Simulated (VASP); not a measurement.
A run of VASP 6.6.1 is set up as follows.

The input INCAR:

```
SYSTEM = Sc
PREC     = Accurate       ! precision mode
ENCUT    = 500            ! plane-wave cutoff, eV
EDIFF    = 1E-7           ! SCF threshold, eV
ISMEAR   = -1             ! smearing method
SIGMA    = 0.05           ! smearing width, eV
LREAL    = .False.        ! projectors in reciprocal space
LASPH    = .True.         ! aspherical terms in the spheres
NELM     = 120            ! most SCF steps
ALGO     = Normal         ! electronic algorithm
ISIF     = 3              ! what is computed and relaxed
LWAVE    = .False.        ! write WAVECAR
LCHARG   = .False.        ! write CHGCAR
GGA      = PE             ! functional
IBRION   = 2              ! ionic algorithm
NSW      = 100            ! ionic steps
EDIFFG   = -0.005         ! ionic threshold
GGA_COMPAT= .False.      
NELMIN   = 4
```

Contents of KPOINTS:

```
Automatic mesh
0
Gamma
  13 13 13
  0 0 0
```

Contents of POSCAR:

```
Sc
1.0
   -1.7712839881      1.7712839881      1.7712839881
    1.7712839881     -1.7712839881      1.7712839881
    1.7712839881      1.7712839881     -1.7712839881
Sc
1
Direct
    0.0000000000      0.0000000000      0.0000000000
```

Potentials or basis: VASP PAW PBE potentials, release 64 (Sc_sv).

Command:

```console
$ cat potpaw_PBE.64/Sc_sv/POTCAR > POTCAR
$ mpirun -np 1 vasp_std > vasp.out
```

**Question.** Estimate the relaxed cell.

**Answer.** a = 3.185 Å, b = 3.185 Å, c = 3.185 Å, α = 109.47°, β = 109.47°, γ = 109.47°.

**Question.** What does it give for the relaxed volume?

**Answer.** 24.86 Å³/atom.

**Question.** What does it give for the band gap on the k mesh?

**Answer.** Zero (an odd number of electrons rules out a gap without spin polarisation).

Final structure:
```cif
data_structure
_symmetry_space_group_name_H-M 'P 1'
_symmetry_Int_Tables_number 1
_cell_length_a 3.1846
_cell_length_b 3.1846
_cell_length_c 3.1846
_cell_angle_alpha 109.471
_cell_angle_beta 109.471
_cell_angle_gamma 109.471
_cell_volume 24.86
loop_
_atom_site_label
_atom_site_type_symbol
_atom_site_fract_x
_atom_site_fract_y
_atom_site_fract_z
_atom_site_occupancy
Sc1 Sc 0.00000 0.00000 0.00000 1
```
